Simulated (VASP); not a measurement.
Wanted: the native input for a VASP 6.6.1 run.

| Property | Result |
| --- | --- |
| Task | single point |
| Functional | PBE |
| Potentials or basis | VASP PAW PBE potentials, release 64 (Ti_sv, H) |
| Cutoff | 520 eV |
| k mesh | 6 × 6 × 1 |
| Occupations | gaussian, width 0.1 eV |
| Spin | no spin polarisation |
| Dipole correction | yes |
| Further INCAR settings | ALGO = Normal; EDIFF = 1e-07; NBANDS = 47 |

The structure of Ti3H lies in POSCAR:

```
Ti3H
1.0
    4.6039800811      0.0000000000      0.0000000000
   -2.3019900405      3.9871637087      0.0000000000
    0.0000000000      0.0000000000     22.4969948581
Ti H
6 2
Direct
    0.6666666667      0.3333333333      0.1778015253
    0.3333333333      0.6666666667      0.2195752601
    0.0000000000      0.0000000000      0.2613489950
    0.6666666667      0.3333333333      0.2980583739
    0.3333333333      0.6666666667      0.3304600279
    0.0000000000      0.0000000000      0.3776946615
    0.2395950203      0.7604049797      0.4403696992
    0.4270716464      0.5729283536      0.4403696992
```

One way to write it, as run:

INCAR

```
  PREC = Accurate
  ENCUT = 520
  EDIFF = 1E-7
  ISMEAR = 0
  SIGMA = 0.1
  LREAL = False
  LASPH = True
  NELM = 100
  ALGO = Normal
  ISIF = 2
  LWAVE = False
  LCHARG = False
  LDIPOL = True
  IDIPOL = 3
  DIPOL = 0.5 0.5 0.318
  GGA = PE
  NBANDS = 47
```

KPOINTS

```
Automatic mesh
0
Gamma
  6 6 1
```

Potentials or basis: VASP PAW PBE potentials, release 64 (Ti_sv, H).

Command:

```console
$ cat potpaw_PBE.64/Ti_sv/POTCAR potpaw_PBE.64/H/POTCAR > POTCAR
$ mpirun -np 1 vasp_std > vasp.out
```

Results of the run:

The largest force is 2.163 eV/Å and the band gap on the k mesh is zero (band 37 reaches -0.68 eV, above the bottom of band 38 at -0.89 eV).

It took 13 min on 1 thread of Intel(R) Xeon(R) Platinum 8175M CPU @ 2.50GHz (Skylake/Cascade Lake), with other jobs on the host, peak memory 0.56 GiB.
